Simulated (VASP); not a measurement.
ZrB2: relaxation of cell and atoms with LDA

ZrB2:

```
CELL_PARAMETERS angstrom
3.17000 0.00000 0.00000
-1.58500 2.74530 0.00000
0.00000 0.00000 3.53300
ATOMIC_POSITIONS crystal
Zr 0.00000 0.00000 0.00000
B 0.33333 0.66667 0.50000
B 0.66667 0.33333 0.50000
```

| Item | Value |
| --- | --- |
| Program | VASP 6.6.1 |
| Task | relaxation of cell and atoms |
| Functional | LDA |
| Potentials or basis | VASP PAW LDA potentials, release 64 (Zr_sv, B) |
| Cutoff | 600 eV |
| k mesh | 16 × 16 × 14 |
| Occupations | gaussian, width 0.2 eV |
| Spin | no spin polarisation |
| Dipole correction | no |
| Further INCAR settings | ALGO = Normal; EDIFF = 1e-06; IBRION = 2; EDIFFG = -0.001; NSW = 80; ISIF = 3 |

| Property | Result |
| --- | --- |
| Relaxed volume | 9.90 Å³/atom |
| Relaxed cell | a = 3.135 Å, b = 3.135 Å, c = 3.491 Å, α = 90.00°, β = 90.00°, γ = 120.00° |
| Space group after relaxing (to 0.05 Å) | P6/mmm (No. 191) |
| Energy gained by relaxing | 9.3 meV/atom |
| Ionic steps | 20 |
| Pressure after relaxing | 0.0 GPa |
| Band gap on the k mesh | zero (band 9 reaches 11.50 eV, above the bottom of band 10 at 10.42 eV) |

Step by step:
| step | energy change (eV) | largest force (eV/Å) | pressure (GPa) | volume (Å³) |
| --- | --- | --- | --- | --- |
| 1 | 0.0000 | 0.0000 | -8.35 | 30.75 |
| 2 | 0.0209 | 0.0000 | 12.57 | 28.43 |
| 3 | -0.0277 | 0.0000 | -0.10 | 29.72 |
| 4 | -0.0277 | 0.0000 | 0.03 | 29.70 |
| 5 | -0.0278 | 0.0000 | 0.08 | 29.70 |
| 6 | -0.0278 | 0.0000 | 0.08 | 29.70 |
| 7 | -0.0278 | 0.0000 | 0.09 | 29.70 |
| 8 | -0.0278 | 0.0000 | 0.09 | 29.70 |
| 9 | -0.0278 | 0.0000 | 0.09 | 29.70 |
| 10 | -0.0278 | 0.0000 | -0.05 | 29.72 |
| 11 | -0.0278 | 0.0000 | -0.04 | 29.71 |
| 12 | -0.0278 | 0.0000 | 0.00 | 29.71 |
| 13 | -0.0278 | 0.0000 | 0.01 | 29.71 |
| 14 | -0.0278 | 0.0000 | 0.02 | 29.71 |
| 15 | -0.0278 | 0.0000 | 0.02 | 29.71 |
| 16 | -0.0278 | 0.0000 | 0.02 | 29.71 |
| 17 | -0.0278 | 0.0000 | -0.01 | 29.71 |
| 18 | -0.0278 | 0.0000 | 0.00 | 29.71 |
| 19 | -0.0278 | 0.0000 | -0.01 | 29.71 |
| 20 | -0.0278 | 0.0000 | 0.00 | 29.71 |

Final structure:
```
Zr B
1.0
     3.13502    0.00000    0.00000
    -1.56751    2.71501    0.00000
     0.00000    0.00000    3.49058
Zr B
1 2
Direct
  0.00000 0.00000 0.00000
  0.33333 0.66667 0.50000
  0.66667 0.33333 0.50000
```

Levels at points of the mesh, in eV from the Fermi level:
| k point | band 7 | band 8 | band 9 | band 10 | band 11 | band 12 |
| --- | --- | --- | --- | --- | --- | --- |
| (0.00, 0.00, 0.00) | -2.73 | -2.70 | -2.30 | 3.50 | 3.50 | 4.30 |
| (0.50, 0.00, 0.00) | -4.03 | -3.10 | -2.81 | 2.29 | 2.36 | 5.10 |
| (0.00, 0.00, 0.50) | -1.01 | -1.01 | 0.29 | 0.29 | 0.76 | 0.76 |
| (0.50, 0.00, 0.50) | -4.75 | -4.26 | -1.89 | 3.86 | 4.32 | 5.50 |

Wall time 5.9 min on 1 thread of Intel(R) Xeon(R) 6975P-C (Granite Rapids), on a shared host, peak memory 0.25 GiB.

LDA usually gives volumes a few per cent too small. Zero-point motion and thermal expansion aren't in these numbers.
